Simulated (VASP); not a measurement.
Wanted: the native input for a VASP 6.6.1 run.

```
Task                   : single point
Functional             : PBEsol
Potentials or basis    : VASP PAW PBE potentials, release 64 (Hg, Te)
Cutoff                 : 520 eV
k mesh                 : 14 × 14 × 14
Occupations            : gaussian, width 0.15 eV
Spin                   : no spin polarisation
Dipole correction      : no
Further INCAR settings : ALGO = Normal; EDIFF = 1e-07; NBANDS = 16
```

The structure of HgTe lies in POSCAR:

```
HgTe
1.0
    0.0000000000      3.0623250000      3.0623250000
    3.0623250000      0.0000000000      3.0623250000
    3.0623250000      3.0623250000      0.0000000000
Hg Te
1 1
Direct
    0.0000000000      0.0000000000      0.0000000000
    0.7500000000      0.7500000000      0.7500000000
```

This cell differs from its parent crystal: strain -0.050 along x and y, -0.050 along z.

These files were run (other wordings do the same):

INCAR

```
SYSTEM = HgTe
PREC = Accurate
ENCUT = 520
EDIFF = 1E-7
ISMEAR = 0
SIGMA = 0.15
LREAL = .False.
LASPH = .True.
NELM = 60
ALGO = Normal
ISIF = 2
LWAVE = .False.
LCHARG = .False.
GGA = PS
NBANDS = 16
```

KPOINTS

```
Automatic mesh
0
Gamma
  14 14 14
  0 0 0
```

Potentials or basis: VASP PAW PBE potentials, release 64 (Hg, Te).

Launch:

```sh
$ cat potpaw_PBE.64/Hg/POTCAR potpaw_PBE.64/Te/POTCAR > POTCAR
$ mpirun -np 1 vasp_std > vasp.out
```

It gave:

```yaml
Pressure: 12.6 GPa
Band_gap_on_the_k_mesh: zero (filled and empty bands touch)
```

Caveat: the cell differs from its parent crystal (strain -0.050 along x and y, -0.050 along z); the cell stands under pressure; semilocal functionals underestimate gaps, so a narrow gap can read as zero; the PAW data sets were made with another functional, which shifts forces and pressure a little; spin-orbit coupling is left out, which moves the levels of the heavy elements.

Run time: 72 s on 1 thread of Intel(R) Xeon(R) 6975P-C (Granite Rapids) (shared host), peak memory 0.23 GiB.
